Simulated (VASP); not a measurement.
# Mg (P6/mmm) in VASP: a series of runs

The runs below take Mg through single point, with PBE.

Everything below comes from runs of VASP 6.6.1. Logs are shortened: lines on timing, memory, paths and dates and some standing lists are left out, and cuts for length are marked.

## (1) The cell of the first run

Symmetry: P6/mmm, No. 191, hexagonal system. Conventional cell: a = 5.106 Å, b = 5.106 Å, c = 3.096 Å, α = 90.00°, β = 90.00°, γ = 120.00°. Within 4.1 Å of Mg (site symmetry 6/mmm) lie 14 Mg at 3.10 to 3.33 Å. Mg (site symmetry -6m2) has 11 Mg at 2.95 to 3.33 Å within 3.9 Å.

## (2) Single point, PBE

File INCAR:

```
  PREC = Accurate
  ENCUT = 520
  EDIFF = 1E-6
  ISMEAR = -1
  SIGMA = 0.1
  LREAL = False
  LASPH = True
  NELM = 100
  ALGO = Normal
  ISIF = 2
  LWAVE = False
  LCHARG = True
  GGA = PE
  LELF = True
  LVHAR = True
  NBANDS = 10
```

File KPOINTS:

```
Automatic mesh
0
Gamma
  7 7 10
```

File POSCAR:

```
Mg
1.0
    5.1057666347      0.0000000000      0.0000000000
   -2.5528833174      4.4217236115      0.0000000000
    0.0000000000      0.0000000000      3.0958698107
Mg
3
Direct
    0.0000000000      0.0000000000      0.0000000000
    0.3333333333      0.6666666667      0.5000000000
    0.6666666667      0.3333333333      0.5000000000
```

Potentials or basis: VASP PAW PBE potentials, release 64 (Mg).

On the command line:

```
$ cat potpaw_PBE.64/Mg/POTCAR > POTCAR
$ mpirun -np 1 vasp_std > vasp.out
```

OUTCAR:

```text
PREC = Accurate
   ENCUT = 520
   EDIFF = 1E-6
   ISMEAR = -1
   LREAL = False
   LASPH = True
   NELM = 100
   ISIF = 2
   GGA = PE

 ion  position               nearest neighbor table
   1  0.000  0.000  0.000-   2 3.33   3 3.33   2 3.33   3 3.33   3 3.33   3 3.33   2 3.33   2 3.33
                             3 3.33   3 3.33   2 3.33   2 3.33
   2  0.333  0.667  0.500-   3 2.95   3 2.95   3 2.95   1 3.33   1 3.33   1 3.33   1 3.33   1 3.33
                             1 3.33
   3  0.667  0.333  0.500-   2 2.95   2 2.95   2 2.95   1 3.33   1 3.33   1 3.33   1 3.33   1 3.33
                             1 3.33

  LATTYP: Found a hexagonal cell.
 ALAT       =     5.1057666347
 C/A-ratio  =     0.6063476912

  Lattice vectors:

 A1 = (   5.1057666347,   0.0000000000,   0.0000000000)
 A2 = (  -2.5528833174,   4.4217236115,   0.0000000000)
 A3 = (   0.0000000000,   0.0000000000,   3.0958698107)

Analysis of symmetry for initial positions (statically):
=====================================================================
 Subroutine PRICEL returns:
 Original cell was already a primitive cell.

 Routine SETGRP: Setting up the symmetry group for a
 hexagonal supercell.

 Subroutine GETGRP returns: Found 24 space group operations
 (whereof 24 operations were pure point group operations)
 out of a pool of 24 trial point group operations.

The static configuration has the point symmetry D_6h.

Analysis of symmetry for dynamics (positions and initial velocities):
=====================================================================
 Subroutine PRICEL returns:
 Original cell was already a primitive cell.

 Routine SETGRP: Setting up the symmetry group for a
 hexagonal supercell.

 Subroutine GETGRP returns: Found 24 space group operations
 (whereof 24 operations were pure point group operations)
 out of a pool of 24 trial point group operations.

The dynamic configuration has the point symmetry D_6h.

 Subroutine INISYM returns: Found 24 space group operations
 (whereof 24 operations are pure point group operations),
 and found     1 'primitive' translations

----------------------------------------------------------------------------------------

                                     Primitive cell

  volume of cell :      69.8933

  direct lattice vectors                    reciprocal lattice vectors
     5.105766635  0.000000000  0.000000000     0.195856973  0.113078076  0.000000000
    -2.552883317  4.421723612  0.000000000     0.000000000  0.226156153  0.000000000
     0.000000000  0.000000000  3.095869811     0.000000000  0.000000000  0.323010999

  length of vectors
     5.105766635  5.105766635  3.095869811     0.226156153  0.226156153  0.323010999

  position of ions in fractional coordinates (direct lattice)
     0.000000000  0.000000000  0.000000000
     0.333333333  0.666666667  0.500000000
     0.666666667  0.333333333  0.500000000

  ion indices of the primitive-cell ions
   primitive index   ion index
                 1           1
                 2           2
                 3           3

----------------------------------------------------------------------------------------

 KPOINTS: Automatic mesh

Automatic generation of k-mesh.
 Grid dimensions read from file:
 generate k-points for:    7    7   10

 Generating k-lattice:

  Cartesian coordinates                     Fractional coordinates (reciprocal lattice)
     0.027979568  0.016154011  0.000000000     0.142857143  0.000000000  0.000000000
     0.000000000  0.032308022  0.000000000     0.000000000  0.142857143  0.000000000
     0.000000000  0.000000000  0.032301100     0.000000000  0.000000000  0.100000000

  Length of vectors
     0.032308022  0.032308022  0.032301100

  Shift w.r.t. Gamma in fractional coordinates (k-lattice)
     0.000000000  0.000000000  0.000000000

 Subroutine IBZKPT returns following result:
 ===========================================

 Found     48 irreducible k-points:

 Following reciprocal coordinates:
            Coordinates               Weight
  0.000000  0.000000  0.000000      1.000000
  0.142857  0.000000  0.000000      6.000000
  0.285714  0.000000  0.000000      6.000000
  0.428571  0.000000  0.000000      6.000000
  0.142857  0.142857  0.000000      6.000000
  0.285714  0.142857  0.000000     12.000000
[... 16 lines left out ...]
  0.428571  0.142857  0.200000     12.000000
  0.285714  0.285714  0.200000     12.000000
 [... further k-points ...]
   k-points           NKPTS =     48   k-points in BZ     NKDIM =     48   number of bands    NBANDS=     10
   number of dos      NEDOS =    301   number of ions     NIONS =      3
   total plane-waves  NPLWV =  38400
   dimension x,y,z NGX =    40 NGY =   40 NGZ =   24
   dimension x,y,z NGXF=    80 NGYF=   80 NGZF=   48
   ions per type =               3
   NGX,Y,Z   is equivalent  to a cutoff of  13.02, 13.02, 12.89 a.u.
   NGXF,Y,Z  is equivalent  to a cutoff of  26.05, 26.05, 25.78 a.u.
 SYSTEM =  unknown system
   PREC   = accura    normal or accurate (medium, high low for compatibility)
   ISTART =      0    job   : 0-new  1-cont  2-samecut
   ICHARG =      2    charge: 1-file 2-atom 10-const
   ISPIN  =      1    spin polarized calculation?
   LNONCOLLINEAR =      F non collinear calculations
   LSORBIT =      F    spin-orbit coupling
   LASPH  =      T    aspherical Exc in radial PAW
   ENCUT  =  520.0 eV  38.22 Ry    6.18 a.u.   9.49  9.49  5.76*2*pi/ulx,y,z
   NELM   =    100;   NELMIN=  2; NELMDL= -5     # of ELM steps
   EDIFF  = 0.1E-05   stopping-criterion for ELM
   LREAL  =      F    real-space projection
   EDIFFG = 0.1E-04   stopping-criterion for IOM
   NSW    =      0    number of steps for IOM
   IBRION =     -1    ionic relax: 0-MD 1-quasi-New 2-CG
   NFREE  =      0    steps in history (QN), initial steepest desc. (CG)
   ISIF   =      2    stress and relaxation
   ISYM   =      2    0-nonsym 1-usesym 2-fastsym
   POTIM  = 0.5000    time-step for ionic-motion
   TEBEG  =    0.0;   TEEND  =   0.0 temperature during run
   PSTRESS=    0.0 pullay stress
   NELECT =       6.0000    total number of electrons
   NUPDOWN=      -1.0000    fix difference up-down
   EMIN   =  10.00;   EMAX   =-10.00  energy-range for DOS
   EFERMI =   0.00;   METHOD = LEGACY
   ISMEAR =    -1;   SIGMA  =   0.10  broadening in eV -4-tet -1-fermi 0-gaus
   EFERMI_NEDOS =   21; number of points for ismear=-14 and -15
   IALGO  =     38    algorithm
   IMIX   =      4    mixing-type and parameters
     AMIX     =   0.40;   BMIX     =  1.00
     AMIX_MAG =   1.60;   BMIX_MAG =  1.00
  volume/ion in A,a.u.               =      23.30       157.22
  Fermi-wavevector in a.u.,A,eV,Ry     =   0.722182  1.364727  7.096081  0.521547
  Thomas-Fermi vector in A             =   1.812080
   LORBIT       =      0    0 simple, 1 ext, 2 COOP (PROOUT), +10 PAW based schemes
   GGA     = PE    functional components
   LHFCALC =     F    Hartree Fock is set to
   AEXX    =    0.0000 exact exchange contribution
   IVDW    =     0    specifies the selected vdW correction
   LEPSILON=     F    determine dielectric tensor
   LRPA    =     F    only Hartree local field effects (RPA)
 non-spin polarized calculation
  energy-cutoff  :      520.00
  volume of cell :       69.89
 maximum number of plane-waves:      1908
 NGX is ok and might be reduce to    40
   NGX = 19   NGY = 19   NGZ = 11

 number of electron       6.0000000 magnetization

 Free energy of the ion-electron system (eV)
  ---------------------------------------------------
  ext. energy  EPLUGINS =         0.00000000
  ---------------------------------------------------
  free energy    TOTEN  =        -4.37536918 eV

  energy without entropy =       -4.33107964  energy(sigma->0) =       -4.35322441

 E-fermi :   2.5725     XC(G=0):  -8.4450

 val. band max:        2.5673474453   @ k =   0.2857   0.1429   0.5000
 cond. band min:       2.6798140477   @ k =   0.1429   0.0000   0.1000
 fundamental gap:      0.1124666023
 Fermi energy:         2.5725174636

 k-point     1 :       0.0000    0.0000    0.0000
  band No.  band energies     occupation
      1      -4.3114      2.00000
      2       2.8079      0.17355
      3       2.8079      0.17355
      4       2.8609      0.10590
      5       2.8609      0.10590
      6       3.8756      0.00000
      7       3.9367      0.00000
      8      10.4913      0.00000
      9      10.9500      0.00000
     10      15.7968      0.00000

 k-point     2 :       0.1429    0.0000    0.0000
  band No.  band energies     occupation
      1      -4.1539      2.00000
      2       1.1833      2.00000
      3       1.9692      1.99522
      4       2.5318      1.20062
      5       3.9905      0.00000
      6       4.8167      0.00000
      7       5.4875      0.00000
      8      10.6219      0.00000
      9      11.0619      0.00000
     10      14.0180      0.00000

 k-point     3 :       0.2857    0.0000    0.0000
  band No.  band energies     occupation
      1      -3.6829      2.00000
      2      -0.4513      2.00000
      3       1.3938      1.99998
      4       1.9535      1.99591
      5       5.4383      0.00000
      6       6.2438      0.00000
      7       7.8675      0.00000
      8      11.0142      0.00000
      9      11.1648      0.00000
     10      11.5137      0.00000
[... 248 lines left out ...]
 k-point    23 :       0.4286    0.1429    0.2000
  band No.  band energies     occupation
      1      -1.6726      2.00000
      2      -1.6656      2.00000
      3       0.4461      2.00000
      4       3.6146      0.00006
      5       6.9400      0.00000
      6       7.3451      0.00000
      7       7.5580      0.00000
      8       8.0241      0.00000
      9       9.1112      0.00000
     10      10.9324      0.00000

 k-point    24 :       0.2857    0.2857    0.2000
  band No.  band energies     occupation
      1      -1.8226      2.00000
      2      -0.7577      2.00000
      3      -0.7505      2.00000
      4       5.4222      0.00000
      5       5.5062      0.00000
      6       7.0509      0.00000
      7       7.5573      0.00000
      8       8.1208      0.00000
      9       8.3299      0.00000
     10      11.7533      0.00000

 [... further k-points ...]

------------------------ aborting loop because EDIFF is reached ----------------------------------------

  FORCE on cell =-STRESS in cart. coord.  units (eV):
  Direction    XX          YY          ZZ          XY          YZ          ZX
  --------------------------------------------------------------------------------------
  -------------------------------------------------------------------------------------
  Total       -0.0497976     -0.0497976     -0.0536354      0.0000000      0.0000000      0.0000000
  in kB       -1.1415214     -1.1415214     -1.2294949      0.0000000      0.0000000      0.0000000
  external PRESSURE =      -1.1708459 kB  Pullay stress =       0.0000000 kB

 VOLUME and BASIS-vectors are now :
 -----------------------------------------------------------------------------
  energy-cutoff  :      520.00
  volume of cell :       69.89
      direct lattice vectors                 reciprocal lattice vectors
     5.105766635  0.000000000  0.000000000     0.195856973  0.113078076  0.000000000
    -2.552883317  4.421723612  0.000000000     0.000000000  0.226156153  0.000000000
     0.000000000  0.000000000  3.095869811     0.000000000  0.000000000  0.323010999

 POSITION                                       TOTAL-FORCE (eV/Angst)
 -----------------------------------------------------------------------------------
      0.00000      0.00000      0.00000         0.000000      0.000000      0.000000
     -0.00000      2.94782      1.54793         0.000000     -0.000000     -0.000000
      2.55288      1.47391      1.54793        -0.000000      0.000000      0.000000
 -----------------------------------------------------------------------------------
    total drift:                               -0.000000     -0.000000     -0.000000

  FREE ENERGIE OF THE ION-ELECTRON SYSTEM (eV)
  ---------------------------------------------------
  free  energy   TOTEN  =        -4.3753691796 eV

  energy  without entropy=       -4.3310796444  energy(sigma->0) =       -4.35322441
```

It took 11 s on 1 thread of Intel Xeon 6975P-C (Granite Rapids), shared host; peak memory 0.19 GiB.

What came out:

* Free energy: -4.3754 eV
* Pressure: -0.1 GPa
* Band gap on the k mesh: zero (band 3 reaches 6.07 eV, above the bottom of band 4 at 1.65 eV)

## (3) Single point, PBE (volume scaled by 0.88)

File INCAR:

```
SYSTEM = Mg
  PREC = Accurate
  ENCUT = 520
  EDIFF = 1E-6
  ISMEAR = -1
  SIGMA = 0.1
  LREAL = .FALSE.
  LASPH = .TRUE.
  NELM = 80
  ALGO = Normal
  ISIF = 2
  LWAVE = .FALSE.
  LCHARG = .FALSE.
  GGA = PE
  NBANDS = 10
```

File KPOINTS:

```
Automatic mesh
0
G
  8 8 11
  0 0 0
```

File POSCAR:

```
Mg
1.0
    4.8927743278      0.0000000000      0.0000000000
   -2.4463871639      4.2372668629      0.0000000000
    0.0000000000      0.0000000000      2.9667224172
Mg
3
Direct
    0.0000000000      0.0000000000      0.0000000000
    0.3333333333      0.6666666667      0.5000000000
    0.6666666667      0.3333333333      0.5000000000
```

Potentials or basis: VASP PAW PBE potentials, release 64 (Mg).

On the command line:

```
$ cat potpaw_PBE.64/Mg/POTCAR > POTCAR
$ mpirun -np 1 vasp_std > vasp.out
```

Wall time 13 s (1 thread of Intel Xeon 6975P-C (Granite Rapids), shared host); peak memory 0.18 GiB.

It converged, with:

```
Free energy            : -4.2496 eV
Pressure               : 5.5 GPa
Band gap on the k mesh : zero (band 3 reaches 6.63 eV, above the bottom of band 4 at 2.33 eV)
```

Levels at points of the mesh, in eV from the Fermi level:
```tsv
k point	band 1	band 2	band 3	band 4	band 5	band 6	band 7	band 8
(0.00, 0.00, 0.00)	-7.47	0.15	0.15	0.20	0.20	1.62	1.73	8.69
(0.50, 0.00, 0.00)	-5.40	-5.39	-1.72	-0.96	5.85	5.97	6.79	6.89
```
